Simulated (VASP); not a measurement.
# C (Fd-3m) in VASP: single point with PBE+D4

Aim: the single point of C with PBE+D4.

Everything below comes from runs of VASP 6.6.1. Logs are shortened: lines on timing, memory, paths and dates and some standing lists are left out, and cuts for length are marked.

## 1. The cell of the first run

Symmetry: Fd-3m, No. 227, cubic system. The conventional cell has a = 3.567 Å, b = 3.567 Å, c = 3.567 Å, α = 90.00°, β = 90.00°, γ = 90.00°. Within 2.1 Å of C (site symmetry -43m) lie 4 C at 1.54 Å.

## 2. Single point, PBE+D4

File INCAR:

```
SYSTEM = C
ALGO     = Normal         ! electronic algorithm
EDIFF    = 1E-6           ! SCF threshold, eV
ENCUT    = 600            ! plane-wave cutoff, eV
GGA      = PE             ! functional
GGA_COMPAT= .False.      
ISIF     = 2              ! what is computed and relaxed
ISMEAR   = 0              ! smearing method
IVDW     = 13             ! dispersion correction
LASPH    = .True.         ! aspherical terms in the spheres
LCHARG   = .False.        ! write CHGCAR
LREAL    = .False.        ! projectors in reciprocal space
LWAVE    = .False.        ! write WAVECAR
NBANDS   = 11             ! bands
NELM     = 120            ! most SCF steps
PREC     = Accurate       ! precision mode
SIGMA    = 0.01           ! smearing width, eV
```

File KPOINTS:

```
k-points
0
Gamma
  12 12 12
  0 0 0
```

File POSCAR:

```
C
1.0
    0.0000000000      1.7833700000      1.7833700000
    1.7833700000      0.0000000000      1.7833700000
    1.7833700000      1.7833700000      0.0000000000
C
2
Direct
    0.0000000000      0.0000000000      0.0000000000
    0.2500000000      0.2500000000      0.2500000000
```

Potentials or basis: VASP PAW PBE potentials, release 64 (C).

The run is started by

```console
$ cat potpaw_PBE.64/C/POTCAR > POTCAR
$ mpirun -np 1 vasp_std > vasp.out
```

OUTCAR:

```text
SYSTEM = C
   EDIFF = 1E-6
   ENCUT = 600
   GGA = PE
   ISIF = 2
   ISMEAR = 0
   IVDW = 13
   LASPH = .True.
   LREAL = .False.
   NELM = 120
   PREC = Accurate

 ion  position               nearest neighbor table
   1  0.000  0.000  0.000-   2 1.54   2 1.54   2 1.54   2 1.54
   2  0.250  0.250  0.250-   1 1.54   1 1.54   1 1.54   1 1.54

  LATTYP: Found a face centered cubic cell.
 ALAT       =     3.5667400000

  Lattice vectors:

 A1 = (   0.0000000000,   1.7833700000,   1.7833700000)
 A2 = (   1.7833700000,   0.0000000000,   1.7833700000)
 A3 = (   1.7833700000,   1.7833700000,   0.0000000000)

Analysis of symmetry for initial positions (statically):
=====================================================================
 Subroutine PRICEL returns:
 Original cell was already a primitive cell.

 Routine SETGRP: Setting up the symmetry group for a
 face centered cubic supercell.

 Subroutine GETGRP returns: Found 48 space group operations
 (whereof 24 operations were pure point group operations)
 out of a pool of 48 trial point group operations.

The static configuration has the point symmetry T_d .
 The point group associated with its full space group is O_h .

Analysis of symmetry for dynamics (positions and initial velocities):
=====================================================================
 Subroutine PRICEL returns:
 Original cell was already a primitive cell.

 Routine SETGRP: Setting up the symmetry group for a
 face centered cubic supercell.

 Subroutine GETGRP returns: Found 48 space group operations
 (whereof 24 operations were pure point group operations)
 out of a pool of 48 trial point group operations.

The dynamic configuration has the point symmetry T_d .
 The point group associated with its full space group is O_h .

 Subroutine INISYM returns: Found 48 space group operations
 (whereof 24 operations are pure point group operations),
 and found     1 'primitive' translations

----------------------------------------------------------------------------------------

                                     Primitive cell

  volume of cell :      11.3437

  direct lattice vectors                    reciprocal lattice vectors
     0.000000000  1.783370000  1.783370000    -0.280368067  0.280368067  0.280368067
     1.783370000  0.000000000  1.783370000     0.280368067 -0.280368067  0.280368067
     1.783370000  1.783370000  0.000000000     0.280368067  0.280368067 -0.280368067

  length of vectors
     2.522066041  2.522066041  2.522066041     0.485611737  0.485611737  0.485611737

  position of ions in fractional coordinates (direct lattice)
     0.000000000  0.000000000  0.000000000
     0.250000000  0.250000000  0.250000000

  ion indices of the primitive-cell ions
   primitive index   ion index
                 1           1
                 2           2

----------------------------------------------------------------------------------------

 KPOINTS: k-points

Automatic generation of k-mesh.
 Grid dimensions read from file:
 generate k-points for:   12   12   12

 Generating k-lattice:

  Cartesian coordinates                     Fractional coordinates (reciprocal lattice)
    -0.023364006  0.023364006  0.023364006     0.083333333  0.000000000  0.000000000
     0.023364006 -0.023364006  0.023364006     0.000000000  0.083333333  0.000000000
     0.023364006  0.023364006 -0.023364006     0.000000000  0.000000000  0.083333333

  Length of vectors
     0.040467645  0.040467645  0.040467645

  Shift w.r.t. Gamma in fractional coordinates (k-lattice)
     0.000000000  0.000000000  0.000000000

 Subroutine IBZKPT returns following result:
 ===========================================

 Found     72 irreducible k-points:

 Following reciprocal coordinates:
            Coordinates               Weight
  0.000000  0.000000  0.000000      1.000000
  0.083333  0.000000  0.000000      8.000000
  0.166667  0.000000  0.000000      8.000000
  0.250000  0.000000  0.000000      8.000000
  0.333333  0.000000  0.000000      8.000000
  0.416667  0.000000  0.000000      8.000000
[... 16 lines left out ...]
  0.500000  0.166667  0.000000     24.000000
 -0.416667  0.166667  0.000000     24.000000
 [... further k-points ...]
   k-points           NKPTS =     72   k-points in BZ     NKDIM =     72   number of bands    NBANDS=     11
   number of dos      NEDOS =    301   number of ions     NIONS =      2
   total plane-waves  NPLWV =   8000
   dimension x,y,z NGX =    20 NGY =   20 NGZ =   20
   dimension x,y,z NGXF=    40 NGYF=   40 NGZF=   40
   ions per type =               2
   NGX,Y,Z   is equivalent  to a cutoff of  13.18, 13.18, 13.18 a.u.
   NGXF,Y,Z  is equivalent  to a cutoff of  26.37, 26.37, 26.37 a.u.
 SYSTEM =  C
   PREC   = accura    normal or accurate (medium, high low for compatibility)
   ISTART =      0    job   : 0-new  1-cont  2-samecut
   ICHARG =      2    charge: 1-file 2-atom 10-const
   ISPIN  =      1    spin polarized calculation?
   LNONCOLLINEAR =      F non collinear calculations
   LSORBIT =      F    spin-orbit coupling
   LASPH  =      T    aspherical Exc in radial PAW
   ENCUT  =  600.0 eV  44.10 Ry    6.64 a.u.   5.04  5.04  5.04*2*pi/ulx,y,z
   NELM   =    120;   NELMIN=  2; NELMDL= -5     # of ELM steps
   EDIFF  = 0.1E-05   stopping-criterion for ELM
   LREAL  =      F    real-space projection
   EDIFFG = 0.1E-04   stopping-criterion for IOM
   NSW    =      0    number of steps for IOM
   IBRION =     -1    ionic relax: 0-MD 1-quasi-New 2-CG
   NFREE  =      0    steps in history (QN), initial steepest desc. (CG)
   ISIF   =      2    stress and relaxation
   ISYM   =      2    0-nonsym 1-usesym 2-fastsym
   POTIM  = 0.5000    time-step for ionic-motion
   TEBEG  =    0.0;   TEEND  =   0.0 temperature during run
   PSTRESS=    0.0 pullay stress
   NELECT =       8.0000    total number of electrons
   NUPDOWN=      -1.0000    fix difference up-down
   EMIN   =  10.00;   EMAX   =-10.00  energy-range for DOS
   EFERMI =   0.00;   METHOD = LEGACY
   ISMEAR =     0;   SIGMA  =   0.01  broadening in eV -4-tet -1-fermi 0-gaus
   EFERMI_NEDOS =   21; number of points for ismear=-14 and -15
   IALGO  =     38    algorithm
   IMIX   =      4    mixing-type and parameters
     AMIX     =   0.40;   BMIX     =  1.00
     AMIX_MAG =   1.60;   BMIX_MAG =  1.00
  volume/ion in A,a.u.               =       5.67        38.28
  Fermi-wavevector in a.u.,A,eV,Ry     =   1.457203  2.753714 28.891161  2.123440
  Thomas-Fermi vector in A             =   2.574032
   LORBIT       =      0    0 simple, 1 ext, 2 COOP (PROOUT), +10 PAW based schemes
   GGA     = PE    functional components
   LHFCALC =     F    Hartree Fock is set to
   AEXX    =    0.0000 exact exchange contribution
   IVDW    =    13    specifies the selected vdW correction
   LEPSILON=     F    determine dielectric tensor
   LRPA    =     F    only Hartree local field effects (RPA)
 non-spin polarized calculation
 Gauss-broadening in eV      SIGMA  =   0.01
  energy-cutoff  :      600.00
  volume of cell :       11.34
 maximum number of plane-waves:       388
   NGX =  9   NGY =  9   NGZ =  9

 number of electron       7.9999999 magnetization

 Free energy of the ion-electron system (eV)
  ---------------------------------------------------
  ext. energy  EPLUGINS =         0.00000000
  ---------------------------------------------------
  free energy    TOTEN  =       -18.19009002 eV

  energy without entropy =      -18.19009002  energy(sigma->0) =      -18.19009002

 E-fermi :   9.8274     XC(G=0): -13.2507

 val. band max:        9.7285042876   @ k =   0.0000   0.0000   0.0000
 cond. band min:      13.8819894420   @ k =   0.3333   0.3333   0.0000
 fundamental gap:      4.1534851544
 Fermi energy:         9.8273920107

 k-point     1 :       0.0000    0.0000    0.0000
  band No.  band energies     occupation
      1     -11.7479      2.00000
      2       9.7285      2.00000
      3       9.7285      2.00000
      4       9.7285      2.00000
      5      15.3188      0.00000
      6      15.3188      0.00000
      7      15.3188      0.00000
      8      23.0598      0.00000
      9      29.0235      0.00000
     10      36.2647      0.00000
     11      36.2647      0.00000

 k-point     2 :       0.0833    0.0000    0.0000
  band No.  band energies     occupation
      1     -11.5558      2.00000
      2       8.5024      2.00000
      3       9.4059      2.00000
      4       9.4059      2.00000
      5      15.7415      0.00000
      6      15.7415      0.00000
      7      16.0333      0.00000
      8      23.2244      0.00000
      9      29.3435      0.00000
     10      34.1393      0.00000
     11      34.1393      0.00000

 k-point     3 :       0.1667    0.0000    0.0000
  band No.  band energies     occupation
      1     -10.9812      2.00000
      2       5.9724      2.00000
      3       8.7055      2.00000
      4       8.7055      2.00000
      5      16.6603      0.00000
      6      16.6603      0.00000
      7      17.1224      0.00000
      8      23.6985      0.00000
      9      30.0125      0.00000
     10      32.5434      0.00000
     11      32.5434      0.00000
[... 267 lines left out ...]
 k-point    23 :       0.5000    0.1667    0.0000
  band No.  band energies     occupation
      1      -5.9955      2.00000
      2      -2.2842      2.00000
      3       4.7410      2.00000
      4       5.7626      2.00000
      5      16.8273      0.00000
      6      20.4486      0.00000
      7      20.9553      0.00000
      8      24.0139      0.00000
      9      29.8661      0.00000
     10      33.5414      0.00000
     11      36.3186      0.00000

 k-point    24 :      -0.4167    0.1667    0.0000
  band No.  band energies     occupation
      1      -5.5658      2.00000
      2      -2.8000      2.00000
      3       4.2545      2.00000
      4       6.1408      2.00000
      5      17.2649      0.00000
      6      19.9585      0.00000
      7      20.9330      0.00000
      8      25.1667      0.00000
      9      29.1731      0.00000
     10      33.9148      0.00000
     11      34.2942      0.00000

 [... further k-points ...]

------------------------ aborting loop because EDIFF is reached ----------------------------------------

  DFT-D4 for vdW energy calculation

  Edisp (eV):   -0.42628

  FORCE on cell =-STRESS in cart. coord.  units (eV):
  Direction    XX          YY          ZZ          XY          YZ          ZX
  --------------------------------------------------------------------------------------
  -------------------------------------------------------------------------------------
  Total      -0.24808    -0.24808    -0.24808    -0.00000    -0.00000     0.00000
  in kB     -35.03821   -35.03821   -35.03821    -0.00000    -0.00000     0.00000
  external pressure =      -35.04 kB  Pullay stress =        0.00 kB

 VOLUME and BASIS-vectors are now :
 -----------------------------------------------------------------------------
  energy-cutoff  :      600.00
  volume of cell :       11.34
      direct lattice vectors                 reciprocal lattice vectors
     0.000000000  1.783370000  1.783370000    -0.280368067  0.280368067  0.280368067
     1.783370000  0.000000000  1.783370000     0.280368067 -0.280368067  0.280368067
     1.783370000  1.783370000  0.000000000     0.280368067  0.280368067 -0.280368067

 POSITION                                       TOTAL-FORCE (eV/Angst)
 -----------------------------------------------------------------------------------
      0.00000      0.00000      0.00000        -0.000000      0.000000      0.000000
      0.89168      0.89168      0.89168         0.000000     -0.000000     -0.000000
 -----------------------------------------------------------------------------------
    total drift:                                0.000000      0.000000      0.000000

  FREE ENERGIE OF THE ION-ELECTRON SYSTEM (eV)
  ---------------------------------------------------
  free  energy   TOTEN  =       -18.6163735419 eV

  energy  without entropy=      -18.6163735419  energy(sigma->0) =      -18.61637354
```

Run time: 15 s. Hardware: 1 thread of Intel Xeon Platinum 8259CL at 2.50GHz (Skylake/Cascade Lake), shared host; peak memory 0.12 GiB.

Results:

```
Free energy                : -18.6164 eV
Pressure                   : -3.5 GPa
Band gap on the k mesh     : 4.15 eV (least direct gap 5.59 eV)
Dispersion energy per atom : -0.213 eV
```

Caveat: the cell stands under tension.
